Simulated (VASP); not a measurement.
# RbBr (rocksalt type) (Fm-3m) in VASP: a series of runs

RbBr (rocksalt type) is run at these levels: PBE; tasks: electric field gradients.

All numbers are computed with VASP 6.6.1; they aren't measurements. Logs are shortened: lines on timing, memory, paths and dates and some standing lists are left out, and cuts for length are marked.

## 1. The cell of the first run

It takes space group Fm-3m (No. 225, cubic). Conventional cell: a = 7.130 Å, b = 7.130 Å, c = 7.130 Å, α = 90.00°, β = 90.00°, γ = 90.00°. Within 4.7 Å of Rb (site symmetry m-3m) lie 6 Br at 3.57 Å. Br (site symmetry m-3m) has 6 Rb at 3.57 Å within 4.7 Å.

## 2. Electric field gradients, PBE (volume scaled by 1.05)

INCAR reads:

```
SYSTEM = RbBr
ALGO = Normal ; EDIFF = 1E-8
ENCUT = 520 ; GGA = PE
ISIF = 2 ; ISMEAR = -1
LASPH = .TRUE. ; LCHARG = .FALSE.
LEFG = .TRUE. ; LREAL = .FALSE.
LWAVE = .FALSE. ; NBANDS = 15
NELM = 100 ; PREC = Accurate
SIGMA = 0.05
```

KPOINTS reads:

```
k-points
0
G
  9 9 9
  0 0 0
```

POSCAR reads:

```
RbBr
1.0
    0.0000000000      3.5651165013      3.5651165013
    3.5651165013      0.0000000000      3.5651165013
    3.5651165013      3.5651165013      0.0000000000
Rb Br
1 1
Direct
    0.0000000000      0.0000000000      0.0000000000
    0.5000000000      0.5000000000      0.5000000000
```

Potentials or basis: VASP PAW PBE potentials, release 64 (Rb_sv, Br).

Command:

```sh
cat potpaw_PBE.64/Rb_sv/POTCAR potpaw_PBE.64/Br/POTCAR > POTCAR
mpirun -np 1 vasp_std > vasp.out
```

OUTCAR:

```text
SYSTEM = RbBr
   EDIFF = 1E-8
   ENCUT = 520
   GGA = PE
   ISIF = 2
   ISMEAR = -1
   LASPH = .TRUE.
   LREAL = .FALSE.
   NELM = 100
   PREC = Accurate

 ion  position               nearest neighbor table
   1  0.000  0.000  0.000-   2 3.57   2 3.57   2 3.57   2 3.57   2 3.57   2 3.57
   2  0.500  0.500  0.500-   1 3.57   1 3.57   1 3.57   1 3.57   1 3.57   1 3.57

  LATTYP: Found a face centered cubic cell.
 ALAT       =     7.1302330026

  Lattice vectors:

 A1 = (   0.0000000000,   3.5651165013,   3.5651165013)
 A2 = (   3.5651165013,   0.0000000000,   3.5651165013)
 A3 = (   3.5651165013,   3.5651165013,   0.0000000000)

Analysis of symmetry for initial positions (statically):
=====================================================================
 Subroutine PRICEL returns:
 Original cell was already a primitive cell.

 Routine SETGRP: Setting up the symmetry group for a
 face centered cubic supercell.

 Subroutine GETGRP returns: Found 48 space group operations
 (whereof 48 operations were pure point group operations)
 out of a pool of 48 trial point group operations.

The static configuration has the point symmetry O_h .

Analysis of symmetry for dynamics (positions and initial velocities):
=====================================================================
 Subroutine PRICEL returns:
 Original cell was already a primitive cell.

 Routine SETGRP: Setting up the symmetry group for a
 face centered cubic supercell.

 Subroutine GETGRP returns: Found 48 space group operations
 (whereof 48 operations were pure point group operations)
 out of a pool of 48 trial point group operations.

The dynamic configuration has the point symmetry O_h .

 Subroutine INISYM returns: Found 48 space group operations
 (whereof 48 operations are pure point group operations),
 and found     1 'primitive' translations

----------------------------------------------------------------------------------------

                                     Primitive cell

  volume of cell :      90.6257

  direct lattice vectors                    reciprocal lattice vectors
     0.000000000  3.565116501  3.565116501    -0.140247871  0.140247871  0.140247871
     3.565116501  0.000000000  3.565116501     0.140247871 -0.140247871  0.140247871
     3.565116501  3.565116501  0.000000000     0.140247871  0.140247871 -0.140247871

  length of vectors
[... 128 lines left out ...]
  energy without entropy =       -6.10919052  energy(sigma->0) =       -6.10919052

 E-fermi :  -0.9675     XC(G=0):  -6.7766

 val. band max:       -2.1607269664   @ k =   0.0000   0.0000   0.0000
 cond. band min:       1.9183923483   @ k =   0.0000   0.0000   0.0000
 fundamental gap:      4.0791193147
 Fermi energy:        -0.9675088566

 k-point     1 :       0.0000    0.0000    0.0000
  band No.  band energies     occupation
      1     -26.8410      2.00000
      2     -14.2366      2.00000
      3     -10.9081      2.00000
      4     -10.9081      2.00000
      5     -10.9081      2.00000
      6      -2.1607      2.00000
      7      -2.1607      2.00000
      8      -2.1607      2.00000
      9       1.9184      0.00000
     10       5.0620      0.00000
     11       5.0620      0.00000
     12       5.0620      0.00000
     13       5.8722      0.00000
     14       5.8722      0.00000
[... 401 lines left out ...]
      2     -14.2003      2.00000
      3     -11.0108      2.00000
      4     -10.9515      2.00000
      5     -10.9515      2.00000
      6      -2.6114      2.00000
      7      -2.3067      2.00000
      8      -2.3067      2.00000
      9       3.5696      0.00000
     10       4.4182      0.00000
     11       6.4915      0.00000
     12       6.7635      0.00000
     13       6.9827      0.00000
     14       8.0842      0.00000
     15       8.0842      0.00000

 [... further k-points ...]
[... 5 lines left out ...]
  --------------------------------------------------------------------------------------
  -------------------------------------------------------------------------------------
  Total       -0.2750165     -0.2750165     -0.2750165      0.0000000      0.0000000     -0.0000000
  in kB       -4.8620352     -4.8620352     -4.8620352      0.0000000      0.0000000     -0.0000000
  external PRESSURE =      -4.8620352 kB  Pullay stress =       0.0000000 kB

 VOLUME and BASIS-vectors are now :
 -----------------------------------------------------------------------------
  energy-cutoff  :      520.00
  volume of cell :       90.63
      direct lattice vectors                 reciprocal lattice vectors
     0.000000000  3.565116501  3.565116501    -0.140247871  0.140247871  0.140247871
     3.565116501  0.000000000  3.565116501     0.140247871 -0.140247871  0.140247871
     3.565116501  3.565116501  0.000000000     0.140247871  0.140247871 -0.140247871

 POSITION                                       TOTAL-FORCE (eV/Angst)
 -----------------------------------------------------------------------------------
      0.00000      0.00000      0.00000         0.000000      0.000000      0.000000
      3.56512      3.56512      3.56512         0.000000      0.000000      0.000000
 -----------------------------------------------------------------------------------
    total drift:                                0.000000     -0.000000      0.000000

  FREE ENERGIE OF THE ION-ELECTRON SYSTEM (eV)
  ---------------------------------------------------
  free  energy   TOTEN  =        -6.1091905181 eV

  energy  without entropy=       -6.1091905181  energy(sigma->0) =       -6.10919052

 Electric field gradients (V/A^2)
---------------------------------------------------------------------
 ion       V_xx      V_yy      V_zz      V_xy      V_xz      V_yz
---------------------------------------------------------------------
   1      -0.000     0.000     0.000     0.000     0.000     0.000
   2      -0.000     0.000     0.000    -0.000    -0.000    -0.000
---------------------------------------------------------------------

 Electric field gradients after diagonalization (V/A^2)
 (convention: |V_zz| > |V_xx| > |V_yy|)
----------------------------------------------------------------------
 ion       V_xx      V_yy      V_zz     asymmetry (V_yy - V_xx)/ V_zz
----------------------------------------------------------------------
   1      -0.000    -0.000     0.000       0.000
   2       0.000     0.000    -0.000       0.000
----------------------------------------------------------------------

           NMR quadrupolar parameters

 Cq : quadrupolar parameter    Cq=e*Q*V_zz/h
 eta: asymmetry parameters     (V_yy - V_xx)/ V_zz
 Q  : nuclear electric quadrupole moment in mb (millibarn)
----------------------------------------------------------------------
 ion       Cq(MHz)       eta       Q (mb)
----------------------------------------------------------------------
   1       0.000       0.000       1.000
   2      -0.000       0.000       1.000
----------------------------------------------------------------------
```

OSZICAR:

```text
N       E                     dE             d eps       ncg     rms          rms(c)
DAV:   1     0.886865172372E+02    0.88687E+02   -0.63654E+03  1050   0.893E+02
DAV:   2     0.233701063409E+00   -0.88453E+02   -0.81628E+02  1475   0.160E+02
DAV:   3    -0.618620144671E+01   -0.64199E+01   -0.63864E+01  1366   0.461E+01
DAV:   4    -0.636311799566E+01   -0.17692E+00   -0.17688E+00  1560   0.728E+00
DAV:   5    -0.636430165274E+01   -0.11837E-02   -0.11836E-02  1422   0.607E-01    0.246E+00
DAV:   6    -0.611708004215E+01    0.24722E+00   -0.29413E-01  1302   0.238E+00    0.157E+00
DAV:   7    -0.609478465385E+01    0.22295E-01   -0.13164E-01  1421   0.170E+00    0.858E-01
DAV:   8    -0.610819149240E+01   -0.13407E-01   -0.17225E-02  1200   0.733E-01    0.122E-01
DAV:   9    -0.610868653626E+01   -0.49504E-03   -0.78633E-04  1435   0.142E-01    0.740E-02
DAV:  10    -0.610917898501E+01   -0.49245E-03   -0.58014E-04  1127   0.137E-01    0.226E-02
DAV:  11    -0.610918481307E+01   -0.58281E-05   -0.36157E-05  1453   0.331E-02    0.149E-02
DAV:  12    -0.610919009804E+01   -0.52850E-05   -0.12230E-05  1148   0.180E-02    0.132E-03
DAV:  13    -0.610919050606E+01   -0.40802E-06   -0.50065E-07  1437   0.402E-03    0.263E-03
DAV:  14    -0.610919052553E+01   -0.19473E-07   -0.21353E-07  1127   0.256E-03    0.494E-04
DAV:  15    -0.610919051809E+01    0.74392E-08   -0.77401E-09  1148   0.503E-04
   1 F= -.61091905E+01 E0= -.61091905E+01  d E =-.105148E-10
```

stdout:

```text
POSCAR found type information on POSCAR RbBr
 POSCAR found :  2 types and       2 ions
 scaLAPACK will be used
 LDA part: xc-table for (Slater+PW92), standard interpolation
 POSCAR, INCAR and KPOINTS ok, starting setup
 FFT: planning ... GRIDC
 FFT: planning ... GRID_SOFT
 FFT: planning ... GRID
 WAVECAR not read
 entering main loop
ion   1

ion   2
```

It took 63 s on 1 thread of Intel Xeon Platinum 8259CL at 2.50GHz (Skylake/Cascade Lake), shared host; peak memory 0.25 GiB.

What came out:

| Property | Result |
| --- | --- |
| Free energy | -6.1092 eV |
| Pressure | -0.5 GPa |
| Band gap on the k mesh | 4.08 eV, direct |

Levels at points of the mesh, in eV from the valence-band top:
```tsv
k point	band 5	band 6	band 7	band 8	band 9	band 10	band 11	band 12
(0.00, 0.00, 0.00)	-8.75	0.00	0.00	0.00	4.08	7.22	7.22	7.22
```

Caveat: without QUAD_EFG the Cq values of the log hold for a quadrupole moment of 1 mb, not for the nuclei.

## 3. Electric field gradients, PBE (volume scaled by 1.05)

INCAR reads:

```
ALGO = Normal ; EDIFF = 1E-8
ENCUT = 520 ; GGA = PE
ISIF = 2 ; ISMEAR = -1
LASPH = True ; LCHARG = False
LEFG = True ; LREAL = False
LWAVE = False ; NBANDS = 15
NELM = 100 ; PREC = Accurate
SIGMA = 0.05
```

KPOINTS reads:

```
k-points
0
Gamma
  9 9 9
```

POSCAR is that of step 2.

Potentials or basis: VASP PAW PBE potentials, release 64 (Rb_sv, Br).

Command:

```sh
cat potpaw_PBE.64/Rb_sv/POTCAR potpaw_PBE.64/Br/POTCAR > POTCAR
mpirun -np 1 vasp_std > vasp.out
```

OUTCAR:

```text
EDIFF = 1E-8
   ENCUT = 520
   GGA = PE
   ISIF = 2
   ISMEAR = -1
   LASPH = True
   LREAL = False
   NELM = 100
   PREC = Accurate

 ion  position               nearest neighbor table
   1  0.000  0.000  0.000-   2 3.57   2 3.57   2 3.57   2 3.57   2 3.57   2 3.57
   2  0.500  0.500  0.500-   1 3.57   1 3.57   1 3.57   1 3.57   1 3.57   1 3.57

  LATTYP: Found a face centered cubic cell.
 ALAT       =     7.1302330026

  Lattice vectors:

 A1 = (   0.0000000000,   3.5651165013,   3.5651165013)
 A2 = (   3.5651165013,   0.0000000000,   3.5651165013)
 A3 = (   3.5651165013,   3.5651165013,   0.0000000000)

Analysis of symmetry for initial positions (statically):
=====================================================================
 Subroutine PRICEL returns:
 Original cell was already a primitive cell.

 Routine SETGRP: Setting up the symmetry group for a
 face centered cubic supercell.

[... 621 lines left out ...]
      direct lattice vectors                 reciprocal lattice vectors
     0.000000000  3.565116501  3.565116501    -0.140247871  0.140247871  0.140247871
     3.565116501  0.000000000  3.565116501     0.140247871 -0.140247871  0.140247871
     3.565116501  3.565116501  0.000000000     0.140247871  0.140247871 -0.140247871

 POSITION                                       TOTAL-FORCE (eV/Angst)
 -----------------------------------------------------------------------------------
      0.00000      0.00000      0.00000         0.000000      0.000000      0.000000
      3.56512      3.56512      3.56512         0.000000      0.000000      0.000000
 -----------------------------------------------------------------------------------
    total drift:                                0.000000     -0.000000      0.000000

  FREE ENERGIE OF THE ION-ELECTRON SYSTEM (eV)
  ---------------------------------------------------
  free  energy   TOTEN  =        -6.1091905181 eV

  energy  without entropy=       -6.1091905181  energy(sigma->0) =       -6.10919052

 Electric field gradients (V/A^2)
---------------------------------------------------------------------
 ion       V_xx      V_yy      V_zz      V_xy      V_xz      V_yz
---------------------------------------------------------------------
   1      -0.000     0.000     0.000     0.000     0.000     0.000
   2      -0.000     0.000     0.000    -0.000    -0.000    -0.000
---------------------------------------------------------------------

 Electric field gradients after diagonalization (V/A^2)
 (convention: |V_zz| > |V_xx| > |V_yy|)
----------------------------------------------------------------------
 ion       V_xx      V_yy      V_zz     asymmetry (V_yy - V_xx)/ V_zz
----------------------------------------------------------------------
   1      -0.000    -0.000     0.000       0.000
   2       0.000     0.000    -0.000       0.000
----------------------------------------------------------------------

           NMR quadrupolar parameters

 Cq : quadrupolar parameter    Cq=e*Q*V_zz/h
 eta: asymmetry parameters     (V_yy - V_xx)/ V_zz
 Q  : nuclear electric quadrupole moment in mb (millibarn)
----------------------------------------------------------------------
 ion       Cq(MHz)       eta       Q (mb)
----------------------------------------------------------------------
   1       0.000       0.000       1.000
   2      -0.000       0.000       1.000
----------------------------------------------------------------------
```

OSZICAR:

```text
N       E                     dE             d eps       ncg     rms          rms(c)
DAV:   1     0.886865172372E+02    0.88687E+02   -0.63654E+03  1050   0.893E+02
DAV:   2     0.233701063409E+00   -0.88453E+02   -0.81628E+02  1475   0.160E+02
DAV:   3    -0.618620144671E+01   -0.64199E+01   -0.63864E+01  1366   0.461E+01
DAV:   4    -0.636311799566E+01   -0.17692E+00   -0.17688E+00  1560   0.728E+00
DAV:   5    -0.636430165274E+01   -0.11837E-02   -0.11836E-02  1422   0.607E-01    0.246E+00
DAV:   6    -0.611708004215E+01    0.24722E+00   -0.29413E-01  1302   0.238E+00    0.157E+00
DAV:   7    -0.609478465385E+01    0.22295E-01   -0.13164E-01  1421   0.170E+00    0.858E-01
DAV:   8    -0.610819149240E+01   -0.13407E-01   -0.17225E-02  1200   0.733E-01    0.122E-01
DAV:   9    -0.610868653626E+01   -0.49504E-03   -0.78633E-04  1435   0.142E-01    0.740E-02
DAV:  10    -0.610917898501E+01   -0.49245E-03   -0.58014E-04  1127   0.137E-01    0.226E-02
DAV:  11    -0.610918481307E+01   -0.58281E-05   -0.36157E-05  1453   0.331E-02    0.149E-02
DAV:  12    -0.610919009804E+01   -0.52850E-05   -0.12230E-05  1148   0.180E-02    0.132E-03
DAV:  13    -0.610919050606E+01   -0.40802E-06   -0.50065E-07  1437   0.402E-03    0.263E-03
DAV:  14    -0.610919052553E+01   -0.19473E-07   -0.21353E-07  1127   0.256E-03    0.494E-04
DAV:  15    -0.610919051809E+01    0.74392E-08   -0.77401E-09  1148   0.503E-04
   1 F= -.61091905E+01 E0= -.61091905E+01  d E =-.105148E-10
```

stdout:

```text
POSCAR found type information on POSCAR RbBr
 POSCAR found :  2 types and       2 ions
 scaLAPACK will be used
 LDA part: xc-table for (Slater+PW92), standard interpolation
 POSCAR, INCAR and KPOINTS ok, starting setup
 FFT: planning ... GRIDC
 FFT: planning ... GRID_SOFT
 FFT: planning ... GRID
 WAVECAR not read
 entering main loop
ion   1

ion   2
```

Run time: 52 s. Hardware: 1 thread of Intel Xeon Platinum 8259CL at 2.50GHz (Skylake/Cascade Lake), shared host; peak memory 0.25 GiB.

Results:

```yaml
Free_energy: -6.1092 eV
Pressure: -0.5 GPa
Band_gap_on_the_k_mesh: 4.08 eV, direct
```

Levels at points of the mesh, in eV from the valence-band top:
| k point | band 5 | band 6 | band 7 | band 8 | band 9 | band 10 | band 11 | band 12 |
| --- | --- | --- | --- | --- | --- | --- | --- | --- |
| (0.00, 0.00, 0.00) | -8.75 | 0.00 | 0.00 | 0.00 | 4.08 | 7.22 | 7.22 | 7.22 |

Caveat: without QUAD_EFG the Cq values of the log hold for a quadrupole moment of 1 mb, not for the nuclei. A k mesh can miss the band edges.
